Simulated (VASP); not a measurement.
# Ga2S (P6/mmm) in VASP: a series of runs

Runs on Ga2S. Level: PBE. Tasks: relaxation of cell and atoms, single point.

Everything below comes from runs of VASP 6.6.1. Logs are shortened: lines on timing, memory, paths and dates and some standing lists are left out, and cuts for length are marked.

## 1. The cell of the first run

Symmetry: P6/mmm, No. 191, hexagonal system. The conventional cell has a = 4.904 Å, b = 4.904 Å, c = 2.696 Å, α = 90.00°, β = 90.00°, γ = 120.00°. Ga (site symmetry -6m2) has 5 Ga at 2.70 to 2.83 Å and 3 S at 2.83 Å within 3.6 Å. S (site symmetry 6/mmm) has 2 S at 2.70 Å and 6 Ga at 2.83 Å within 3.6 Å.

The cell was generated, and may not be a known phase.

## 2. Relaxation of cell and atoms, PBE

INCAR reads:

```
SYSTEM = Ga2S
PREC = Accurate
ENCUT = 600
EDIFF = 1E-6
ISMEAR = 0
SIGMA = 0.1
LREAL = .FALSE.
LASPH = .TRUE.
NELM = 80
ALGO = Normal
ISIF = 3
LWAVE = .FALSE.
LCHARG = .FALSE.
GGA = PE
IBRION = 2
NSW = 90
EDIFFG = -0.04
```

KPOINTS reads:

```
regular mesh
0
G
  6 6 6
  0 0 0
```

POSCAR reads:

```
Ga2S
1.0
    4.9038187403      0.0000000000      0.0000000000
   -2.4519093701      4.2468316046      0.0000000000
    0.0000000000      0.0000000000      2.6955801600
Ga S
2 1
Direct
    0.3333333333      0.6666666667      0.5000000000
    0.6666666667      0.3333333333      0.5000000000
    0.0000000000      0.0000000000      0.5000000000
```

Potentials or basis: VASP PAW PBE potentials, release 64 (Ga_d, S).

On the command line:

```bash
$ cat potpaw_PBE.64/Ga_d/POTCAR potpaw_PBE.64/S/POTCAR > POTCAR
$ mpirun -np 1 vasp_std > vasp.out
```

OUTCAR:

```text
SYSTEM = Ga2S
   PREC = Accurate
   ENCUT = 600
   EDIFF = 1E-6
   ISMEAR = 0
   LREAL = .FALSE.
   LASPH = .TRUE.
   NELM = 80
   ISIF = 3
   GGA = PE
   IBRION = 2
   NSW = 90
   EDIFFG = -0.04

 ion  position               nearest neighbor table
   1  0.333  0.667  0.500-   2 2.83   3 2.83   2 2.83   3 2.83   3 2.83   2 2.83
   2  0.667  0.333  0.500-   1 2.83   3 2.83   1 2.83   3 2.83   3 2.83   1 2.83
   3  0.000  0.000  0.500-   1 2.83   2 2.83   1 2.83   2 2.83   2 2.83   1 2.83

  LATTYP: Found a hexagonal cell.
 ALAT       =     4.9038187403
 C/A-ratio  =     0.5496900075

  Lattice vectors:

 A1 = (   4.9038187403,   0.0000000000,   0.0000000000)
 A2 = (  -2.4519093701,   4.2468316046,   0.0000000000)
 A3 = (   0.0000000000,   0.0000000000,   2.6955801600)

Analysis of symmetry for initial positions (statically):
=====================================================================
 Subroutine PRICEL returns:
 Original cell was already a primitive cell.

 Routine SETGRP: Setting up the symmetry group for a
 hexagonal supercell.

 Subroutine GETGRP returns: Found 24 space group operations
 (whereof 24 operations were pure point group operations)
 out of a pool of 24 trial point group operations.

The static configuration has the point symmetry D_6h.

Analysis of symmetry for dynamics (positions and initial velocities):
=====================================================================
 Subroutine PRICEL returns:
 Original cell was already a primitive cell.

 Routine SETGRP: Setting up the symmetry group for a
 hexagonal supercell.

 Subroutine GETGRP returns: Found 24 space group operations
 (whereof 24 operations were pure point group operations)
 out of a pool of 24 trial point group operations.

The dynamic configuration has the point symmetry D_6h.

 Subroutine INISYM returns: Found 24 space group operations
 (whereof 24 operations are pure point group operations),
 and found     1 'primitive' translations

----------------------------------------------------------------------------------------

                                     Primitive cell

  volume of cell :      56.1373

  direct lattice vectors                    reciprocal lattice vectors
     4.903818740  0.000000000  0.000000000     0.203922709  0.117734831  0.000000000
    -2.451909370  4.246831605  0.000000000     0.000000000  0.235469661  0.000000000
     0.000000000  0.000000000  2.695580160     0.000000000  0.000000000  0.370977653

  length of vectors
[... 94 lines left out ...]
   PSTRESS=    0.0 pullay stress
   NELECT =      32.0000    total number of electrons
   NUPDOWN=      -1.0000    fix difference up-down
   EMIN   =  10.00;   EMAX   =-10.00  energy-range for DOS
   EFERMI =   0.00;   METHOD = LEGACY
   ISMEAR =     0;   SIGMA  =   0.10  broadening in eV -4-tet -1-fermi 0-gaus
   EFERMI_NEDOS =   21; number of points for ismear=-14 and -15
   IALGO  =     38    algorithm
   IMIX   =      4    mixing-type and parameters
     AMIX     =   0.40;   BMIX     =  1.00
     AMIX_MAG =   1.60;   BMIX_MAG =  1.00
  volume/ion in A,a.u.               =      18.71       126.28
  Fermi-wavevector in a.u.,A,eV,Ry     =   1.357399  2.565113 25.069178  1.842533
  Thomas-Fermi vector in A             =   2.484321
   LORBIT       =      0    0 simple, 1 ext, 2 COOP (PROOUT), +10 PAW based schemes
   GGA     = PE    functional components
   LHFCALC =     F    Hartree Fock is set to
   AEXX    =    0.0000 exact exchange contribution
   IVDW    =     0    specifies the selected vdW correction
   LEPSILON=     F    determine dielectric tensor
   LRPA    =     F    only Hartree local field effects (RPA)
 conjugate gradient relaxation of ions
 non-spin polarized calculation
 Gauss-broadening in eV      SIGMA  =   0.10
  energy-cutoff  :      600.00
  volume of cell :       56.14
 maximum number of plane-waves:      1895
 NGX is ok and might be reduce to    40
   NGX = 19   NGY = 19   NGZ = 11

--------------------------------------- Ionic step        1  -------------------------------------------

 number of electron      32.0000003 magnetization

 Free energy of the ion-electron system (eV)
  ---------------------------------------------------
  ext. energy  EPLUGINS =         0.00000000
  ---------------------------------------------------
  free energy    TOTEN  =        -9.60204588 eV

  energy without entropy =       -9.58453531  energy(sigma->0) =       -9.59329060

------------------------ aborting loop because EDIFF is reached ----------------------------------------

  FORCE on cell =-STRESS in cart. coord.  units (eV):
  Direction    XX          YY          ZZ          XY          YZ          ZX
  --------------------------------------------------------------------------------------
  -------------------------------------------------------------------------------------
  Total        0.2530816      0.2530816      0.3075111      0.0000000      0.0000000      0.0000000
  in kB        7.2230300      7.2230300      8.7764674      0.0000000      0.0000000      0.0000000
  external PRESSURE =       7.7408425 kB  Pullay stress =       0.0000000 kB
[... 135 lines left out ...]
--------------------------------------- Ionic step        5  -------------------------------------------

 number of electron      32.0000002 magnetization

 Free energy of the ion-electron system (eV)
  ---------------------------------------------------
  ext. energy  EPLUGINS =         0.00000000
  ---------------------------------------------------
  free energy    TOTEN  =        -9.60445714 eV

  energy without entropy =       -9.58761215  energy(sigma->0) =       -9.59603465

 E-fermi :   5.4277     XC(G=0): -10.6547

 val. band max:        5.4196443686   @ k =   0.3333   0.1667   0.1667
 cond. band min:       5.4471379162   @ k =   0.3333   0.3333   0.1667
 fundamental gap:      0.0274935476
 Fermi energy:         5.4277317093

 k-point     1 :       0.0000    0.0000    0.0000
  band No.  band energies     occupation
      1      -9.7505      2.00000
      2      -9.6090      2.00000
      3      -9.5466      2.00000
      4      -9.5466      2.00000
      5      -9.4893      2.00000
      6      -9.4893      2.00000
[... 541 lines left out ...]
     19       8.9524      0.00000
     20       9.9170      0.00000

 [... further k-points ...]

------------------------ aborting loop because EDIFF is reached ----------------------------------------

  FORCE on cell =-STRESS in cart. coord.  units (eV):
  Direction    XX          YY          ZZ          XY          YZ          ZX
  --------------------------------------------------------------------------------------
  -------------------------------------------------------------------------------------
  Total       -0.0594462     -0.0594462      0.0864315     -0.0000000     -0.0000000      0.0000000
  in kB       -1.6700382     -1.6700382      2.4281422     -0.0000000     -0.0000000      0.0000000
  external PRESSURE =      -0.3039781 kB  Pullay stress =       0.0000000 kB
[... 18 lines left out ...]
  FREE ENERGIE OF THE ION-ELECTRON SYSTEM (eV)
  ---------------------------------------------------
  free  energy   TOTEN  =        -9.6044571430 eV

  energy  without entropy=       -9.5876121495  energy(sigma->0) =       -9.59603465

 reached required accuracy - stopping structural energy minimisation
```

CONTCAR:

```text
Ga2S
   1.00000000000000
     4.9279642417724698    0.0000000000002843    0.0000000000000000
    -2.4639821208357429    4.2677422222613330    0.0000000000000000
     0.0000000000000000    0.0000000000000000    2.7117071901918695
  Ga              S
     2     1
Direct
     0.3333333332999970    0.6666666667000030    0.5000000000000000
     0.6666666667000030    0.3333333332999970    0.5000000000000000
     0.0000000000000000    1.0000000000000000    0.5000000000000000

  0.00000000E+00  0.00000000E+00  0.00000000E+00
  0.00000000E+00  0.00000000E+00  0.00000000E+00
  0.00000000E+00  0.00000000E+00  0.00000000E+00
```

Wall time 44 s (1 thread of Intel Xeon 6975P-C (Granite Rapids), shared host); peak memory 0.21 GiB.

Results:

```yaml
Free_energy: -9.6045 eV
Relaxed_volume: 19.01 Å³/atom
Relaxed_cell: a = 4.928 Å, b = 4.928 Å, c = 2.712 Å, α = 90.00°, β = 90.00°, γ = 120.00°
Space_group_after_relaxing_to_0.1_Å: P6/mmm (No. 191)
Energy_gained_by_relaxing: 0.8 meV/atom
Ionic_steps: 5
Pressure_after_relaxing: 0.0 GPa
Band_gap_on_the_k_mesh: zero (bands 16 and 17 overlap by 3.43 eV)
```

Stress tensor (GPa, compression positive):
```
-0.17  0.00  0.00
 0.00 -0.17  0.00
 0.00  0.00  0.24
```

Step by step:
| step | energy change (eV) | largest force (eV/Å) | pressure (GPa) | volume (Å³) |
| --- | --- | --- | --- | --- |
| 1 | 0.0000 | 0.0000 | 0.77 | 56.14 |
| 2 | -0.0023 | 0.0000 | 0.17 | 56.88 |
| 3 | -0.0024 | 0.0000 | -0.28 | 57.09 |
| 4 | -0.0024 | 0.0000 | 0.26 | 56.97 |
| 5 | -0.0024 | 0.0000 | -0.03 | 57.03 |

Final structure:
```
Ga S
1.0
     4.92796    0.00000    0.00000
    -2.46398    4.26774    0.00000
     0.00000    0.00000    2.71171
Ga S
2 1
Direct
  0.33333 0.66667 0.50000
  0.66667 0.33333 0.50000
  0.00000 0.00000 0.50000
```

Caveat: the k points lie up to 0.39 Å⁻¹ apart in the final cell, too coarse for converged energies and pressures of a metal.

## 3. Single point, PBE

This run uses another cell than the first one, of 18.65 Å³/atom.

INCAR reads:

```
SYSTEM = Ga2S
ALGO     = Normal         ! electronic algorithm
EDIFF    = 1E-6           ! SCF threshold, eV
ENCUT    = 520            ! plane-wave cutoff, eV
GGA      = PE             ! functional
ISIF     = 2              ! what is computed and relaxed
ISMEAR   = 0              ! smearing method
LASPH    = .TRUE.         ! aspherical terms in the spheres
LCHARG   = .FALSE.        ! write CHGCAR
LREAL    = .FALSE.        ! projectors in reciprocal space
LWAVE    = .FALSE.        ! write WAVECAR
NBANDS   = 23             ! bands
NELM     = 80             ! most SCF steps
PREC     = Accurate       ! precision mode
SIGMA    = 0.1            ! smearing width, eV
```

KPOINTS reads:

```
k-points
0
G
  12 12 18
  0 0 0
```

POSCAR reads:

```
Ga2S
1.0
    5.0568565342      0.0000000000      0.0000000000
   -2.5284282671      4.3793662220      0.0000000000
    0.0000000000      0.0000000000      2.5259610590
Ga S
2 1
Direct
    0.3333333333      0.6666666667      0.5000000000
    0.6666666667      0.3333333333      0.5000000000
    0.0000000000      0.0000000000      0.5000000000
```

Potentials or basis: VASP PAW PBE potentials, release 64 (Ga_d, S).

On the command line:

```bash
$ cat potpaw_PBE.64/Ga_d/POTCAR potpaw_PBE.64/S/POTCAR > POTCAR
$ mpirun -np 1 vasp_std > vasp.out
```

OUTCAR:

```text
SYSTEM = Ga2S
   EDIFF = 1E-6
   ENCUT = 520
   GGA = PE
   ISIF = 2
   ISMEAR = 0
   LASPH = .TRUE.
   LREAL = .FALSE.
   NELM = 80
   PREC = Accurate

 ion  position               nearest neighbor table
   1  0.333  0.667  0.500-   2 2.92   2 2.92   2 2.92
   2  0.667  0.333  0.500-   1 2.92   1 2.92   1 2.92
   3  0.000  0.000  0.500-

  LATTYP: Found a hexagonal cell.
 ALAT       =     5.0568565342
[... 819 lines left out ...]

  FORCE on cell =-STRESS in cart. coord.  units (eV):
  Direction    XX          YY          ZZ          XY          YZ          ZX
  --------------------------------------------------------------------------------------
  -------------------------------------------------------------------------------------
  Total        0.0084604      0.0084604      0.0372212     -0.0000000     -0.0000000     -0.0000000
  in kB        0.2423172      0.2423172      1.0660606     -0.0000000     -0.0000000     -0.0000000
  external PRESSURE =       0.5168984 kB  Pullay stress =       0.0000000 kB

 VOLUME and BASIS-vectors are now :
 -----------------------------------------------------------------------------
  energy-cutoff  :      520.00
  volume of cell :       55.94
      direct lattice vectors                 reciprocal lattice vectors
     5.056856534  0.000000000  0.000000000     0.197751309  0.114171772  0.000000000
    -2.528428267  4.379366222  0.000000000     0.000000000  0.228343543  0.000000000
     0.000000000  0.000000000  2.525961059     0.000000000  0.000000000  0.395888922

 POSITION                                       TOTAL-FORCE (eV/Angst)
 -----------------------------------------------------------------------------------
     -0.00000      2.91958      1.26298         0.000000      0.000000      0.000000
      2.52843      1.45979      1.26298        -0.000000      0.000000     -0.000000
      0.00000      0.00000      1.26298         0.000000      0.000000      0.000000
 -----------------------------------------------------------------------------------
    total drift:                               -0.000000     -0.000000      0.000000

  FREE ENERGIE OF THE ION-ELECTRON SYSTEM (eV)
  ---------------------------------------------------
  free  energy   TOTEN  =        -9.7947093666 eV

  energy  without entropy=       -9.7906909332  energy(sigma->0) =       -9.79270015
```

Run time: 68 s. Hardware: 1 thread of Intel Xeon 6975P-C (Granite Rapids), shared host; peak memory 0.33 GiB.

What came out:

- Free energy: -9.7947 eV
- Pressure: 0.1 GPa
- Band gap on the k mesh: zero (bands 16 and 17 overlap by 3.21 eV)

Stress tensor (GPa, compression positive):
```
0.02 0.00 0.00
0.00 0.02 0.00
0.00 0.00 0.11
```

Levels at points of the mesh, in eV from the Fermi level:
```
           k point  band 14  band 15  band 16  band 17  band 18  band 19
(0.00, 0.00, 0.00)    -4.67    -4.51    -2.09    -2.09     3.62     6.63
(0.50, 0.00, 0.00)    -5.64    -1.71     0.84     1.03     3.55     3.67
(0.00, 0.00, 0.50)    -2.14    -1.97    -1.97     0.65     1.89     2.19
(0.50, 0.00, 0.50)    -2.56    -2.43    -1.33    -0.88     1.66     4.16
```

The gap in the log of VASP goes by the Fermi energy; the results here count the filled bands.